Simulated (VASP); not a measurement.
Ag, 5 atoms in the cell. The cell holds a slab with vacuum, 5 atoms: a = 2.934 Å, b = 2.934 Å, c = 24.598 Å, α = 90.00°, β = 90.00°, γ = 120.00°. 

* Program: VASP 6.6.1
* Task: single point
* Functional: PBE
* Potentials or basis: VASP PAW PBE potentials, release 64 (Ag)
* Cutoff: 520 eV
* k mesh: 12 × 12 × 1
* Occupations: gaussian, width 0.1 eV
* Spin: no spin polarisation
* Dipole correction: yes
* Further INCAR settings: ALGO = Fast; EDIFF = 1e-06; NBANDS = 36

Potentials or basis: VASP PAW PBE potentials, release 64 (Ag).

The run is started by

```bash
$ cat potpaw_PBE.64/Ag/POTCAR > POTCAR
$ mpirun -np 1 vasp_std > vasp.out
```

Hardware: 1 thread of Intel(R) Xeon(R) Platinum 8259CL CPU @ 2.50GHz (Skylake/Cascade Lake), with other jobs on the host.

Question: Estimate the wall time of this run.

Answer: Wall time 3.5 min on 1 thread of Intel(R) Xeon(R) Platinum 8259CL CPU @ 2.50GHz (Skylake/Cascade Lake) (shared host), peak memory 0.36 GiB. Counts: scf iterations 21, k points 19.
